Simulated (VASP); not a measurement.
Runs of VASP 6.6.1 on AlFe3C. The structure is that of space group Pm-3m (No. 221), or close to it. The cells are those of the table. 

```csv
cell,gap on the mesh (eV),pressure (GPa),moment (μB)
"a = 3.840 Å, 5 atoms",none,-26.3,2.75
"a = 3.764 Å, 5 atoms",none,-17.8,(a)
"a = 3.726 Å, 5 atoms",none,-11.8,1.32
"a = 3.802 Å, 5 atoms",none,-22.2,2.40
"a = 3.876 Å, 5 atoms",none,-29.7,(b)
```

Alike in all rows: task single point; level LDA; potentials or basis VASP PAW LDA potentials, release 64 (Al, Fe, C); spin collinear, ferromagnetic start; k mesh 6 × 6 × 6; cutoff (eV) 520; smearing fermi-dirac 0.1 eV.

Problem. Estimate the missing entries.

Solution. (a) 1.78; (b) 2.99.

Caveats: the cell stands under tension.

A gap of «none» marks levels without a gap at the run's occupations.
